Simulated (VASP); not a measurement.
# Si in VASP: notebook

The runs below take Si through single point, with LDA.

Program: VASP 6.6.1. These are calculated values, not measurements. Logs are shortened: lines on timing, memory, paths and dates and some standing lists are left out, and cuts for length are marked.

**1. The cell of the first run**

The cell holds a slab with vacuum, 2 atoms: a = 3.892 Å, b = 3.892 Å, c = 28.000 Å, α = 90.00°, β = 90.00°, γ = 120.00°.

**2. Single point, LDA**

File INCAR:

```
SYSTEM = Si
PREC = Accurate
ENCUT = 520
EDIFF = 1E-6
ISMEAR = 0
SIGMA = 0.1
LREAL = .False.
LASPH = .True.
NELM = 80
ALGO = Normal
ISIF = 2
LWAVE = .False.
LCHARG = .True.
LDIPOL = .True.
IDIPOL = 3
DIPOL = 0.5 0.5 0.500
GGA = CA
LELF = .True.
LVHAR = .True.
LVACPOTAV = .True.
NBANDS = 11
```

File KPOINTS:

```
Automatic mesh
0
Gamma
  15 15 1
  0 0 0
```

File POSCAR:

```
Si
1.0
    3.8920000000      0.0000000000      0.0000000000
   -1.9460000000      3.3705708715      0.0000000000
    0.0000000000      0.0000000000     28.0000000000
Si
2
Direct
    0.3333333333      0.6666666667      0.5076607143
    0.6666666667      0.3333333333      0.4923392857
```

Potentials or basis: VASP PAW LDA potentials, release 64 (Si).

Started as:

```console
$ cat potpaw_LDA.64/Si/POTCAR > POTCAR
$ mpirun -np 1 vasp_std > vasp.out
```

OUTCAR:

```text
SYSTEM = Si
   PREC = Accurate
   ENCUT = 520
   EDIFF = 1E-6
   ISMEAR = 0
   LREAL = .False.
   LASPH = .True.
   NELM = 80
   ISIF = 2
   GGA = CA

 ion  position               nearest neighbor table
   1  0.333  0.667  0.508-   2 2.29   2 2.29   2 2.29
   2  0.667  0.333  0.492-   1 2.29   1 2.29   1 2.29

  LATTYP: Found a hexagonal cell.
 ALAT       =     3.8920000000
 C/A-ratio  =     7.1942446043

  Lattice vectors:

 A1 = (   3.8920000000,   0.0000000000,   0.0000000000)
 A2 = (  -1.9460000000,   3.3705708715,   0.0000000000)
 A3 = (   0.0000000000,   0.0000000000,  28.0000000000)

Analysis of symmetry for initial positions (statically):
=====================================================================
 Subroutine PRICEL returns:
 Original cell was already a primitive cell.

 Routine SETGRP: Setting up the symmetry group for a
 hexagonal supercell.

 Subroutine GETGRP returns: Found 12 space group operations
 (whereof 12 operations were pure point group operations)
 out of a pool of 24 trial point group operations.

The static configuration has the point symmetry D_3d.

Analysis of symmetry for dynamics (positions and initial velocities):
=====================================================================
 Subroutine PRICEL returns:
 Original cell was already a primitive cell.

 Routine SETGRP: Setting up the symmetry group for a
 hexagonal supercell.

 Subroutine GETGRP returns: Found 12 space group operations
 (whereof 12 operations were pure point group operations)
 out of a pool of 24 trial point group operations.

The dynamic configuration has the point symmetry D_3d.

 Subroutine INISYM returns: Found 12 space group operations
 (whereof 12 operations are pure point group operations),
 and found     1 'primitive' translations

----------------------------------------------------------------------------------------

                                     Primitive cell

  volume of cell :     367.3113

  direct lattice vectors                    reciprocal lattice vectors
     3.892000000  0.000000000  0.000000000     0.256937307  0.148342824  0.000000000
    -1.946000000  3.370570872  0.000000000     0.000000000  0.296685647  0.000000000
     0.000000000  0.000000000 28.000000000     0.000000000  0.000000000  0.035714286

  length of vectors
     3.892000000  3.892000000 28.000000000     0.296685647  0.296685647  0.035714286

  position of ions in fractional coordinates (direct lattice)
     0.333333333  0.666666667  0.507660714
     0.666666667  0.333333333  0.492339286

  ion indices of the primitive-cell ions
[... 91 lines left out ...]
   EFERMI_NEDOS =   21; number of points for ismear=-14 and -15
   IALGO  =     38    algorithm
   IMIX   =      4    mixing-type and parameters
     AMIX     =   0.40;   BMIX     =  1.00
     AMIX_MAG =   1.60;   BMIX_MAG =  1.00
  volume/ion in A,a.u.               =     183.66      1239.37
  Fermi-wavevector in a.u.,A,eV,Ry     =   0.457186  0.863957  2.843883  0.209019
  Thomas-Fermi vector in A             =   1.441785
   LORBIT       =      0    0 simple, 1 ext, 2 COOP (PROOUT), +10 PAW based schemes
   GGA     = CA    functional components
   LHFCALC =     F    Hartree Fock is set to
   AEXX    =    0.0000 exact exchange contribution
   IVDW    =     0    specifies the selected vdW correction
   LEPSILON=     F    determine dielectric tensor
   LRPA    =     F    only Hartree local field effects (RPA)
 non-spin polarized calculation
 Gauss-broadening in eV      SIGMA  =   0.10
  energy-cutoff  :      520.00
  volume of cell :      367.31
 maximum number of plane-waves:      9939
 NGX is ok and might be reduce to    30
   NGX = 15   NGY = 15   NGZ =105

 dipolmoment           0.000000      0.000000      0.000000 electrons x Angstroem

 number of electron       8.0000000 magnetization

 dipolmoment           0.000000      0.000000     -0.000000 electrons x Angstroem

 Free energy of the ion-electron system (eV)
  ---------------------------------------------------
  ext. energy  EPLUGINS =         0.00000000
  ---------------------------------------------------
  free energy    TOTEN  =       -10.38686482 eV

  energy without entropy =      -10.38586182  energy(sigma->0) =      -10.38636332

 E-fermi :  -3.6045     XC(G=0):  -1.5920

 val. band max:       -3.6045413881   @ k =   0.3333   0.3333   0.0000
 cond. band min:      -3.6045413852   @ k =   0.3333   0.3333   0.0000
 fundamental gap:      0.0000000029
 Fermi energy:        -3.6045413872

 k-point     1 :       0.0000    0.0000    0.0000
  band No.  band energies     occupation
      1     -14.6322      2.00000
      2      -6.7342      2.00000
      3      -4.9167      2.00000
      4      -4.9167      2.00000
      5      -2.0316      0.00000
      6      -1.0059      0.00000
      7      -0.7235      0.00000
      8      -0.7235      0.00000
      9       0.9124      0.00000
     10       1.1658      0.00000
     11       1.5869      0.00000
[... 309 lines left out ...]
 k-point    24 :       0.4000    0.2000    0.0000
  band No.  band energies     occupation
      1     -12.0817      2.00000
      2     -10.9038      2.00000
      3      -7.6001      2.00000
      4      -4.2152      2.00000
      5      -3.1018      0.00000
      6      -0.3594      0.00000
      7       0.8193      0.00000
      8       2.5382      0.00000
      9       2.8421      0.00000
     10       4.0490      0.00000
     11       4.1682      0.00000

 [... further k-points ...]

------------------------ aborting loop because EDIFF is reached ----------------------------------------

  FORCE on cell =-STRESS in cart. coord.  units (eV):
  Direction    XX          YY          ZZ          XY          YZ          ZX
  --------------------------------------------------------------------------------------
  -------------------------------------------------------------------------------------
  Total       -1.4291272     -1.4291272     -0.0443333      0.0000000      0.0000000     -0.0000000
  in kB       -6.2337180     -6.2337180     -0.1933777      0.0000000      0.0000000     -0.0000000
  external PRESSURE =      -4.2202712 kB  Pullay stress =       0.0000000 kB

 VOLUME and BASIS-vectors are now :
 -----------------------------------------------------------------------------
  energy-cutoff  :      520.00
  volume of cell :      367.31
      direct lattice vectors                 reciprocal lattice vectors
     3.892000000  0.000000000  0.000000000     0.256937307  0.148342824  0.000000000
    -1.946000000  3.370570872  0.000000000     0.000000000  0.296685647  0.000000000
     0.000000000  0.000000000 28.000000000     0.000000000  0.000000000  0.035714286

 POSITION                                       TOTAL-FORCE (eV/Angst)
 -----------------------------------------------------------------------------------
     -0.00000      2.24705     14.21450         0.000000     -0.000000     -0.094905
      1.94600      1.12352     13.78550        -0.000000      0.000000      0.094905
 -----------------------------------------------------------------------------------
    total drift:                               -0.000000     -0.000000     -0.000000

  FREE ENERGIE OF THE ION-ELECTRON SYSTEM (eV)
  ---------------------------------------------------
  free  energy   TOTEN  =       -10.3868648223 eV

  energy  without entropy=      -10.3858618185  energy(sigma->0) =      -10.38636332

 vacuum level on the upper side and lower side of the slab         1.190         1.190
```

OSZICAR:

```text
N       E                     dE             d eps       ncg     rms          rms(c)
DAV:   1     0.397333113201E+02    0.39733E+02   -0.20567E+03   594   0.431E+02
DAV:   2    -0.708084097571E+01   -0.46814E+02   -0.42106E+02   860   0.739E+01
DAV:   3    -0.106561461347E+02   -0.35753E+01   -0.35663E+01   819   0.246E+01
[... 13 lines left out ...]
DAV:  17    -0.103868257893E+02   -0.37875E-04   -0.19366E-06   752   0.431E-03    0.120E-03
DAV:  18    -0.103868528515E+02   -0.27062E-04   -0.13338E-06   768   0.333E-03    0.913E-04
DAV:  19    -0.103868575802E+02   -0.47287E-05   -0.10400E-07   904   0.129E-03    0.240E-03
DAV:  20    -0.103868639127E+02   -0.63325E-05   -0.21637E-07   712   0.147E-03    0.481E-04
DAV:  21    -0.103868648223E+02   -0.90961E-06   -0.76403E-09   882   0.376E-04
   1 F= -.10386865E+02 E0= -.10386363E+02  d E =-.100300E-02
```

stdout:

```text
POSCAR found type information on POSCAR Si
 POSCAR found :  1 types and       2 ions
 scaLAPACK will be used
 LDA part: xc-table for (Slater(with rela. corr.)+CA(PZ))
 , standard interpolation
 POSCAR, INCAR and KPOINTS ok, starting setup
 FFT: planning ... GRIDC
 FFT: planning ... GRID_SOFT
 FFT: planning ... GRID
 WAVECAR not read
 entering main loop
 -----------------------------------------------------------------------------
|                                                                             |
|           W    W    AA    RRRRR   N    N  II  N    N   GGGG   !!!           |
|           W    W   A  A   R    R  NN   N  II  NN   N  G    G  !!!           |
|           W    W  A    A  R    R  N N  N  II  N N  N  G       !!!           |
|           W WW W  AAAAAA  RRRRR   N  N N  II  N  N N  G  GGG   !            |
|           WW  WW  A    A  R   R   N   NN  II  N   NN  G    G                |
|           W    W  A    A  R    R  N    N  II  N    N   GGGG   !!!           |
|                                                                             |
|     Did not find any points to average over, which means that no vacuum     |
|     field-free region was found. Please increase the size of  your cell     |
|     in the dimension of the dipole correction to obtain accurate            |
|     workfunction values.                                                    |
|                                                                             |
 -----------------------------------------------------------------------------
```

Wall time 3.6 min (1 thread of AMD EPYC 7R43 (Zen 3), shared host); peak memory 0.35 GiB.

What came out:

- Free energy: -10.3869 eV
- Largest force: 0.095 eV/Å
- Band gap on the k mesh: zero (filled and empty bands touch)

Forces on the atoms (eV/Å):
```
Si   0.000  0.000 -0.095
Si   0.000  0.000  0.095
```

Levels at points of the mesh, in eV from the Fermi level:
| k point | band 1 | band 2 | band 3 | band 4 | band 5 | band 6 | band 7 | band 8 |
| --- | --- | --- | --- | --- | --- | --- | --- | --- |
| (0.00, 0.00, 0.00) | -11.03 | -3.13 | -1.31 | -1.31 | 1.57 | 2.60 | 2.88 | 2.88 |

**3. Single point, LDA**

File INCAR:

```
SYSTEM = Si
ALGO = Normal
DIPOL = 0.5 0.5 0.500
EDIFF = 1E-6
ENCUT = 520
GGA = CA
IDIPOL = 3
ISIF = 2
ISMEAR = 0
LASPH = .TRUE.
LCHARG = .FALSE.
LDIPOL = .TRUE.
LREAL = .FALSE.
LWAVE = .FALSE.
NBANDS = 11
NELM = 60
PREC = Accurate
SIGMA = 0.1
```

File KPOINTS:

```
k-points
0
G
  15 15 1
  0 0 0
```

File POSCAR:

```
Si
1.0
    3.8920000000      0.0000000000      0.0000000000
   -1.9460000000      3.3705708715      0.0000000000
    0.0000000000      0.0000000000     28.0000000000
Si
2
Direct
    0.3333333333      0.6666666667      0.5127500000
    0.6666666667      0.3333333333      0.4872500000
```

Potentials or basis: VASP PAW LDA potentials, release 64 (Si).

Started as:

```console
$ cat potpaw_LDA.64/Si/POTCAR > POTCAR
$ mpirun -np 1 vasp_std > vasp.out
```

Wall time 3.2 min (1 thread of AMD EPYC 7R43 (Zen 3), shared host); peak memory 0.34 GiB.

It converged, with:

* Free energy: -10.2498 eV
* Largest force: 0.999 eV/Å
* Band gap on the k mesh: zero (filled and empty bands touch)

Forces on the atoms (eV/Å):
```
Si   0.000  0.000 -0.999
Si   0.000  0.000  0.999
```

Levels at points of the mesh, in eV from the Fermi level:
| k point | band 2 | band 3 | band 4 | band 5 | band 6 | band 7 |
| --- | --- | --- | --- | --- | --- | --- |
| (0.00, 0.00, 0.00) | -3.20 | -0.51 | -0.51 | 2.03 | 2.13 | 3.44 |

**4. Single point, LDA**

File INCAR:

```
SYSTEM = Si
PREC = Accurate
ENCUT = 520
EDIFF = 1E-6
ISMEAR = 0
SIGMA = 0.1
LREAL = .False.
LASPH = .True.
NELM = 80
ALGO = Normal
ISIF = 2
LWAVE = .False.
LCHARG = .False.
LDIPOL = .True.
IDIPOL = 3
DIPOL = 0.5 0.5 0.500
GGA = CA
NBANDS = 11
```

File KPOINTS:

```
Automatic mesh
0
Gamma
  15 15 1
  0 0 0
```

File POSCAR:

```
Si
1.0
    3.8920000000      0.0000000000      0.0000000000
   -1.9460000000      3.3705708715      0.0000000000
    0.0000000000      0.0000000000     28.0000000000
Si
2
Direct
    0.3333333333      0.6666666667      0.5178571429
    0.6666666667      0.3333333333      0.4821428571
```

Started as:

```console
$ cat potpaw_LDA.64/Si/POTCAR > POTCAR
$ mpirun -np 1 vasp_std > vasp.out
```

Wall time 3.1 min (1 thread of AMD EPYC 7R43 (Zen 3), shared host); peak memory 0.34 GiB.

The run converged. Its results:

- Free energy: -9.7687 eV
- Largest force: 2.292 eV/Å
- Band gap on the k mesh: zero (bands 4 and 5 overlap by 0.47 eV)

Forces on the atoms (eV/Å):
```
Si   0.000  0.000 -2.292
Si   0.000  0.000  2.292
```

Levels at points of the mesh, in eV from the Fermi level:
```
           k point  band 2  band 3  band 4  band 5  band 6  band 7
(0.00, 0.00, 0.00)   -3.66    0.16    0.16    1.19    2.58    3.73
```

**5. Overview**

```tsv
cell	gap on the mesh (eV)	largest force (eV/Å)
as given, atomic positions A	none	0.09
as given, atomic positions B	none	1.00
as given, atomic positions C	none	2.29
```

Alike in all rows: task single point; level LDA; potentials or basis VASP PAW LDA potentials, release 64 (Si); no spin polarisation; k mesh 15 × 15 × 1; cutoff (eV) 520; smearing gaussian 0.1 eV.

Total energies depend on the potentials used, so only differences within one code and one set of settings carry meaning.

The gap in the log of VASP goes by the Fermi energy; the results here count the filled bands.